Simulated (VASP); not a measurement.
# Ag (I4/mmm) in VASP: notebook

The runs below take Ag through single point, with PBEsol.

Everything below comes from runs of VASP 6.6.1. Logs are shortened: lines on timing, memory, paths and dates and some standing lists are left out, and cuts for length are marked.

## Step 1: The cell of the first run

It takes space group I4/mmm (No. 139, tetragonal). Conventional cell: a = 3.146 Å, b = 3.146 Å, c = 3.311 Å, α = 90.00°, β = 90.00°, γ = 90.00°. Ag (site symmetry 4/mmm) has 14 Ag at 2.77 to 3.31 Å within 3.7 Å.

## Step 2: Single point, PBEsol (strain -0.050 along x and y, +0.000 along z)

Contents of INCAR:

```
PREC = Accurate
ENCUT = 520
EDIFF = 1E-6
ISMEAR = 0
SIGMA = 0.15
LREAL = False
LASPH = True
NELM = 60
ALGO = Normal
ISIF = 2
LWAVE = False
LCHARG = False
GGA = PS
NBANDS = 12
```

Contents of KPOINTS:

```
regular mesh
0
Gamma
  20 20 20
```

Contents of POSCAR:

```
Ag
1.0
   -1.5728713000      1.5728713000      1.6556540000
    1.5728713000     -1.5728713000      1.6556540000
    1.5728713000      1.5728713000     -1.6556540000
Ag
1
Direct
    0.0000000000      0.0000000000      0.0000000000
```

Potentials or basis: VASP PAW PBE potentials, release 64 (Ag).

The run is started by

```console
> cat potpaw_PBE.64/Ag/POTCAR > POTCAR
> mpirun -np 1 vasp_std > vasp.out
```

OUTCAR:

```text
PREC = Accurate
   ENCUT = 520
   EDIFF = 1E-6
   ISMEAR = 0
   LREAL = False
   LASPH = True
   NELM = 60
   ISIF = 2
   GGA = PS

 ion  position               nearest neighbor table
   1  0.000  0.000  0.000-

  LATTYP: Found a body centered tetragonal cell.
 ALAT       =     3.1457426000
 C/A-ratio  =     1.0526315789

  Lattice vectors:

 A1 = (  -1.5728713000,   1.5728713000,   1.6556540000)
 A2 = (   1.5728713000,  -1.5728713000,   1.6556540000)
 A3 = (   1.5728713000,   1.5728713000,  -1.6556540000)

Analysis of symmetry for initial positions (statically):
=====================================================================
 Subroutine PRICEL returns:
 Original cell was already a primitive cell.

 Routine SETGRP: Setting up the symmetry group for a
 body centered tetragonal supercell.

 Subroutine GETGRP returns: Found 16 space group operations
 (whereof 16 operations were pure point group operations)
 out of a pool of 16 trial point group operations.

The static configuration has the point symmetry D_4h.

Analysis of symmetry for dynamics (positions and initial velocities):
=====================================================================
 Subroutine PRICEL returns:
 Original cell was already a primitive cell.

 Routine SETGRP: Setting up the symmetry group for a
 body centered tetragonal supercell.

 Subroutine GETGRP returns: Found 16 space group operations
 (whereof 16 operations were pure point group operations)
 out of a pool of 16 trial point group operations.

The dynamic configuration has the point symmetry D_4h.

 Subroutine INISYM returns: Found 16 space group operations
 (whereof 16 operations are pure point group operations),
 and found     1 'primitive' translations

----------------------------------------------------------------------------------------

                                     Primitive cell

  volume of cell :      16.3838

  direct lattice vectors                    reciprocal lattice vectors
    -1.572871300  1.572871300  1.655654000     0.000000000  0.317889963  0.301995465
     1.572871300 -1.572871300  1.655654000     0.317889963  0.000000000  0.301995465
     1.572871300  1.572871300 -1.655654000     0.317889963  0.317889963  0.000000000

  length of vectors
     2.772911542  2.772911542  2.772911542     0.438469258  0.438469258  0.449564298

  position of ions in fractional coordinates (direct lattice)
     0.000000000  0.000000000  0.000000000

  ion indices of the primitive-cell ions
   primitive index   ion index
                 1           1

----------------------------------------------------------------------------------------

 KPOINTS: regular mesh

Automatic generation of k-mesh.
 Grid dimensions read from file:
 generate k-points for:   20   20   20

 Generating k-lattice:

  Cartesian coordinates                     Fractional coordinates (reciprocal lattice)
     0.000000000  0.015894498  0.015099773     0.050000000  0.000000000 -0.000000000
     0.015894498  0.000000000  0.015099773     0.000000000  0.050000000 -0.000000000
     0.015894498  0.015894498  0.000000000     0.000000000  0.000000000  0.050000000

  Length of vectors
     0.021923463  0.021923463  0.022478215

  Shift w.r.t. Gamma in fractional coordinates (k-lattice)
     0.000000000  0.000000000  0.000000000

 Subroutine IBZKPT returns following result:
 ===========================================

 Found    641 irreducible k-points:

 Following reciprocal coordinates:
            Coordinates               Weight
  0.000000  0.000000  0.000000      1.000000
  0.050000 -0.000000  0.000000      8.000000
  0.100000  0.000000  0.000000      8.000000
  0.150000 -0.000000  0.000000      8.000000
  0.200000  0.000000  0.000000      8.000000
  0.250000 -0.000000  0.000000      8.000000
[... 16 lines left out ...]
 -0.400000  0.050000  0.000000     16.000000
 -0.350000  0.050000 -0.000000     16.000000
 [... further k-points ...]
   k-points           NKPTS =    641   k-points in BZ     NKDIM =    641   number of bands    NBANDS=     12
   number of dos      NEDOS =    301   number of ions     NIONS =      1
   total plane-waves  NPLWV =  13824
   dimension x,y,z NGX =    24 NGY =   24 NGZ =   24
   dimension x,y,z NGXF=    48 NGYF=   48 NGZF=   48
   ions per type =               1
   NGX,Y,Z   is equivalent  to a cutoff of  14.39, 14.39, 14.39 a.u.
   NGXF,Y,Z  is equivalent  to a cutoff of  28.78, 28.78, 28.78 a.u.
 SYSTEM =  unknown system
   PREC   = accura    normal or accurate (medium, high low for compatibility)
   ISTART =      0    job   : 0-new  1-cont  2-samecut
   ICHARG =      2    charge: 1-file 2-atom 10-const
   ISPIN  =      1    spin polarized calculation?
   LNONCOLLINEAR =      F non collinear calculations
   LSORBIT =      F    spin-orbit coupling
   LASPH  =      T    aspherical Exc in radial PAW
   ENCUT  =  520.0 eV  38.22 Ry    6.18 a.u.   5.16  5.16  5.16*2*pi/ulx,y,z
   NELM   =     60;   NELMIN=  2; NELMDL= -5     # of ELM steps
   EDIFF  = 0.1E-05   stopping-criterion for ELM
   LREAL  =      F    real-space projection
   EDIFFG = 0.1E-04   stopping-criterion for IOM
   NSW    =      0    number of steps for IOM
   IBRION =     -1    ionic relax: 0-MD 1-quasi-New 2-CG
   NFREE  =      0    steps in history (QN), initial steepest desc. (CG)
   ISIF   =      2    stress and relaxation
   ISYM   =      2    0-nonsym 1-usesym 2-fastsym
   POTIM  = 0.5000    time-step for ionic-motion
   TEBEG  =    0.0;   TEEND  =   0.0 temperature during run
   PSTRESS=    0.0 pullay stress
   NELECT =      11.0000    total number of electrons
   NUPDOWN=      -1.0000    fix difference up-down
   EMIN   =  10.00;   EMAX   =-10.00  energy-range for DOS
   EFERMI =   0.00;   METHOD = LEGACY
   ISMEAR =     0;   SIGMA  =   0.15  broadening in eV -4-tet -1-fermi 0-gaus
   EFERMI_NEDOS =   21; number of points for ismear=-14 and -15
   IALGO  =     38    algorithm
   IMIX   =      4    mixing-type and parameters
     AMIX     =   0.40;   BMIX     =  1.00
     AMIX_MAG =   1.60;   BMIX_MAG =  1.00
  volume/ion in A,a.u.               =      16.38       110.56
  Fermi-wavevector in a.u.,A,eV,Ry     =   1.433509  2.708939 27.959264  2.054948
  Thomas-Fermi vector in A             =   2.553019
   LORBIT       =      0    0 simple, 1 ext, 2 COOP (PROOUT), +10 PAW based schemes
   GGA     = PS    functional components
   LHFCALC =     F    Hartree Fock is set to
   AEXX    =    0.0000 exact exchange contribution
   IVDW    =     0    specifies the selected vdW correction
   LEPSILON=     F    determine dielectric tensor
   LRPA    =     F    only Hartree local field effects (RPA)
 non-spin polarized calculation
 Gauss-broadening in eV      SIGMA  =   0.15
  energy-cutoff  :      520.00
  volume of cell :       16.38
 maximum number of plane-waves:       458
 NGX is ok and might be reduce to    24
   NGX = 11   NGY = 11   NGZ = 11

 number of electron      10.9999999 magnetization

 Free energy of the ion-electron system (eV)
  ---------------------------------------------------
  ext. energy  EPLUGINS =         0.00000000
  ---------------------------------------------------
  free energy    TOTEN  =        -3.26969322 eV

  energy without entropy =       -3.26509948  energy(sigma->0) =       -3.26739635

 E-fermi :   8.8231     XC(G=0): -12.6518

 val. band max:        8.8214141327   @ k =  -0.1500   0.4500   0.1000
 cond. band min:       8.8244089417   @ k =   0.5000   0.1500   0.0500
 fundamental gap:      0.0029948090
 Fermi energy:         8.8231444033

 k-point     1 :       0.0000    0.0000    0.0000
  band No.  band energies     occupation
      1       0.6751      2.00000
      2       3.6836      2.00000
      3       3.6836      2.00000
      4       3.9285      2.00000
      5       5.0401      2.00000
      6       5.3132      2.00000
      7      26.3156      0.00000
      8      27.1764      0.00000
      9      27.1764      0.00000
     10      32.8324      0.00000
     11      33.5992      0.00000
     12      33.7072      0.00000

 k-point     2 :       0.0500   -0.0000    0.0000
  band No.  band energies     occupation
      1       0.7595      2.00000
      2       3.6881      2.00000
      3       3.6962      2.00000
      4       3.9446      2.00000
      5       5.0241      2.00000
      6       5.3036      2.00000
      7      26.2540      0.00000
      8      27.0438      0.00000
      9      27.2433      0.00000
     10      31.8218      0.00000
     11      32.7215      0.00000
     12      33.7979      0.00000

 k-point     3 :       0.1000    0.0000    0.0000
  band No.  band energies     occupation
      1       1.0059      2.00000
      2       3.6867      2.00000
      3       3.7022      2.00000
      4       4.0401      2.00000
      5       4.9798      2.00000
      6       5.2828      2.00000
      7      25.8172      0.00000
      8      26.7143      0.00000
      9      27.4348      0.00000
     10      30.8187      0.00000
     11      31.5344      0.00000
     12      32.4804      0.00000
[... 286 lines left out ...]
 k-point    23 :      -0.4000    0.0500    0.0000
  band No.  band energies     occupation
      1       2.2992      2.00000
      2       3.1271      2.00000
      3       4.8856      2.00000
      4       5.2726      2.00000
      5       5.6225      2.00000
      6       6.7098      2.00000
      7      15.9870      0.00000
      8      23.0073      0.00000
      9      24.7364      0.00000
     10      29.4399      0.00000
     11      31.0999      0.00000
     12      32.8901      0.00000

 k-point    24 :      -0.3500    0.0500   -0.0000
  band No.  band energies     occupation
      1       2.3608      2.00000
      2       3.2220      2.00000
      3       4.8187      2.00000
      4       4.9755      2.00000
      5       5.3692      2.00000
      6       5.8610      2.00000
      7      17.8702      0.00000
      8      23.5799      0.00000
      9      25.6257      0.00000
     10      29.1456      0.00000
     11      30.9435      0.00000
     12      32.4616      0.00000

 [... further k-points ...]

------------------------ aborting loop because EDIFF is reached ----------------------------------------

  FORCE on cell =-STRESS in cart. coord.  units (eV):
  Direction    XX          YY          ZZ          XY          YZ          ZX
  --------------------------------------------------------------------------------------
  -------------------------------------------------------------------------------------
  Total        0.2326226      0.2326226      0.3360169      0.0000000      0.0000000      0.0000000
  in kB       22.7481699     22.7481699     32.8591023      0.0000000      0.0000000      0.0000000
  external PRESSURE =      26.1184807 kB  Pullay stress =       0.0000000 kB

 VOLUME and BASIS-vectors are now :
 -----------------------------------------------------------------------------
  energy-cutoff  :      520.00
  volume of cell :       16.38
      direct lattice vectors                 reciprocal lattice vectors
    -1.572871300  1.572871300  1.655654000     0.000000000  0.317889963  0.301995465
     1.572871300 -1.572871300  1.655654000     0.317889963  0.000000000  0.301995465
     1.572871300  1.572871300 -1.655654000     0.317889963  0.317889963  0.000000000

 POSITION                                       TOTAL-FORCE (eV/Angst)
 -----------------------------------------------------------------------------------
      0.00000      0.00000      0.00000        -0.000000     -0.000000      0.000000
 -----------------------------------------------------------------------------------
    total drift:                               -0.000000      0.000000      0.000000

  FREE ENERGIE OF THE ION-ELECTRON SYSTEM (eV)
  ---------------------------------------------------
  free  energy   TOTEN  =        -3.2696932202 eV

  energy  without entropy=       -3.2650994775  energy(sigma->0) =       -3.26739635
```

It took 2.1 min on 1 thread of Intel Xeon 8259CL, shared host; peak memory 0.24 GiB.

Results:

* Free energy: -3.2697 eV
* Pressure: 2.6 GPa
* Band gap on the k mesh: zero (an odd number of electrons rules out a gap without spin polarisation)

Stress tensor (GPa, compression positive):
```
2.27 0.00 0.00
0.00 2.27 0.00
0.00 0.00 3.29
```

Caveat: the cell differs from its parent crystal (strain -0.050 along x and y, +0.000 along z); the PAW data sets were made with another functional, which shifts forces and pressure a little.

## Step 3: Single point, PBEsol (strain -0.025 along x and y, -0.050 along z)

Contents of INCAR:

```
SYSTEM = Ag
ALGO = Fast
EDIFF = 1E-6
ENCUT = 520
GGA = PS
ISIF = 2
ISMEAR = 0
LASPH = .True.
LCHARG = .False.
LREAL = .False.
LWAVE = .False.
NBANDS = 12
NELM = 100
PREC = Accurate
SIGMA = 0.15
```

Contents of KPOINTS:

```
k-points
0
Gamma
  20 20 20
  0 0 0
```

Contents of POSCAR:

```
Ag
1.0
   -1.6142626500      1.6142626500      1.5728713000
    1.6142626500     -1.6142626500      1.5728713000
    1.6142626500      1.6142626500     -1.5728713000
Ag
1
Direct
    0.0000000000      0.0000000000      0.0000000000
```

Potentials or basis: VASP PAW PBE potentials, release 64 (Ag).

The run is started by

```console
> cat potpaw_PBE.64/Ag/POTCAR > POTCAR
> mpirun -np 1 vasp_std > vasp.out
```

OUTCAR:

```text
SYSTEM = Ag
   EDIFF = 1E-6
   ENCUT = 520
   GGA = PS
   ISIF = 2
   ISMEAR = 0
   LASPH = .True.
   LREAL = .False.
   NELM = 100
   PREC = Accurate

 ion  position               nearest neighbor table
   1  0.000  0.000  0.000-

  LATTYP: Found a body centered tetragonal cell.
 ALAT       =     3.2285253000
 C/A-ratio  =     0.9743589744

  Lattice vectors:

 A1 = (  -1.6142626500,   1.6142626500,   1.5728713000)
 A2 = (   1.6142626500,  -1.6142626500,   1.5728713000)
 A3 = (   1.6142626500,   1.6142626500,  -1.5728713000)

Analysis of symmetry for initial positions (statically):
=====================================================================
 Subroutine PRICEL returns:
 Original cell was already a primitive cell.

 Routine SETGRP: Setting up the symmetry group for a
 body centered tetragonal supercell.

 Subroutine GETGRP returns: Found 16 space group operations
 (whereof 16 operations were pure point group operations)
 out of a pool of 16 trial point group operations.

The static configuration has the point symmetry D_4h.

[... 169 lines left out ...]
      1       0.6708      2.00000
      2       3.6613      2.00000
      3       3.7923      2.00000
      4       3.7923      2.00000
      5       5.1044      2.00000
      6       5.2565      2.00000
      7      26.7104      0.00000
      8      26.7104      0.00000
      9      27.1966      0.00000
     10      33.5674      0.00000
     11      33.5797      0.00000
     12      33.6935      0.00000
[... 331 lines left out ...]
 k-point    24 :      -0.3500    0.0500    0.0000
  band No.  band energies     occupation
      1       2.3809      2.00000
      2       3.0901      2.00000
      3       4.9002      2.00000
      4       5.0660      2.00000
      5       5.3125      2.00000
      6       5.8837      2.00000
      7      18.2925      0.00000
      8      23.1764      0.00000
      9      25.0146      0.00000
     10      28.7491      0.00000
     11      30.5486      0.00000
     12      33.6736      0.00000

 [... further k-points ...]

------------------------ aborting loop because EDIFF is reached ----------------------------------------

  FORCE on cell =-STRESS in cart. coord.  units (eV):
  Direction    XX          YY          ZZ          XY          YZ          ZX
  --------------------------------------------------------------------------------------
  -------------------------------------------------------------------------------------
  Total        0.3006597      0.3006597      0.2200682      0.0000000      0.0000000      0.0000000
  in kB       29.3821940     29.3821940     21.5063308      0.0000000      0.0000000      0.0000000
  external PRESSURE =      26.7569063 kB  Pullay stress =       0.0000000 kB

 VOLUME and BASIS-vectors are now :
 -----------------------------------------------------------------------------
  energy-cutoff  :      520.00
  volume of cell :       16.39
      direct lattice vectors                 reciprocal lattice vectors
    -1.614262650  1.614262650  1.572871300     0.000000000  0.309738939  0.317889963
     1.614262650 -1.614262650  1.572871300     0.309738939  0.000000000  0.317889963
     1.614262650  1.614262650 -1.572871300     0.309738939  0.309738939  0.000000000

 POSITION                                       TOTAL-FORCE (eV/Angst)
 -----------------------------------------------------------------------------------
      0.00000      0.00000      0.00000        -0.000000     -0.000000      0.000000
 -----------------------------------------------------------------------------------
    total drift:                                0.000000      0.000000      0.000000

  FREE ENERGIE OF THE ION-ELECTRON SYSTEM (eV)
  ---------------------------------------------------
  free  energy   TOTEN  =        -3.2683759719 eV

  energy  without entropy=       -3.2632386379  energy(sigma->0) =       -3.26580730
```

OSZICAR:

```text
N       E                     dE             d eps       ncg     rms          rms(c)
DAV:   1     0.510724926686E+02    0.51072E+02   -0.55115E+03 15536   0.833E+02
DAV:   2    -0.282908773204E+01   -0.53902E+02   -0.51282E+02 18120   0.195E+02
DAV:   3    -0.363134957357E+01   -0.80226E+00   -0.80172E+00 17764   0.249E+01
DAV:   4    -0.363366225845E+01   -0.23127E-02   -0.23126E-02 17468   0.140E+00
DAV:   5    -0.363367903603E+01   -0.16778E-04   -0.16778E-04 17636   0.107E-01    0.611E+00
RMM:   6    -0.328393261338E+01    0.34975E+00   -0.50911E-01 15592   0.646E+00    0.361E+00
RMM:   7    -0.327283748011E+01    0.11095E-01   -0.11157E-02 17408   0.119E+00    0.209E+00
RMM:   8    -0.326839029533E+01    0.44472E-02   -0.10234E-03 18071   0.328E-01    0.219E-01
RMM:   9    -0.326837778818E+01    0.12507E-04   -0.14021E-04 18803   0.102E-01    0.636E-02
RMM:  10    -0.326837567426E+01    0.21139E-05   -0.25310E-05 19108   0.396E-02    0.275E-02
RMM:  11    -0.326837597195E+01   -0.29768E-06   -0.65442E-06 16255   0.157E-02
   1 F= -.32683760E+01 E0= -.32658073E+01  d E =-.513733E-02
```

stdout:

```text
POSCAR found type information on POSCAR Ag
 POSCAR found :  1 types and       1 ions
 scaLAPACK will be used
 -----------------------------------------------------------------------------
|                                                                             |
|                                                                             |
|     You enforced a specific xc type in the INCAR file but a different       |
|     I HOPE YOU KNOW WHAT YOU ARE DOING!                                     |
|                                                                             |
 -----------------------------------------------------------------------------

 LDA part: xc-table for (Slater+PW92), standard interpolation
 POSCAR, INCAR and KPOINTS ok, starting setup
 FFT: planning ... GRIDC
 FFT: planning ... GRID_SOFT
 FFT: planning ... GRID
 WAVECAR not read
 entering main loop
```

It took 2.4 min on 1 thread of Intel Xeon 8259CL, shared host; peak memory 0.24 GiB.

Results:

* Free energy: -3.2684 eV
* Pressure: 2.7 GPa
* Band gap on the k mesh: zero (an odd number of electrons rules out a gap without spin polarisation)

Levels at points of the mesh, in eV from the Fermi level:
| k point | band 4 | band 5 | band 6 | band 7 | band 8 | band 9 |
| --- | --- | --- | --- | --- | --- | --- |
| (0.00, 0.00, 0.00) | -5.00 | -3.69 | -3.54 | 17.91 | 17.91 | 18.40 |
| (0.50, 0.00, 0.00) | -3.42 | -2.51 | -0.18 | 4.47 | 13.31 | 14.60 |
| (0.50, 0.50, 0.00) | -3.52 | -2.53 | -0.34 | 4.20 | 13.72 | 15.23 |
| (0.50, 0.50, 0.50) | -2.80 | -2.75 | 6.71 | 6.71 | 7.49 | 13.21 |

Caveat: the cell differs from its parent crystal (strain -0.025 along x and y, -0.050 along z); the PAW data sets were made with another functional, which shifts forces and pressure a little.
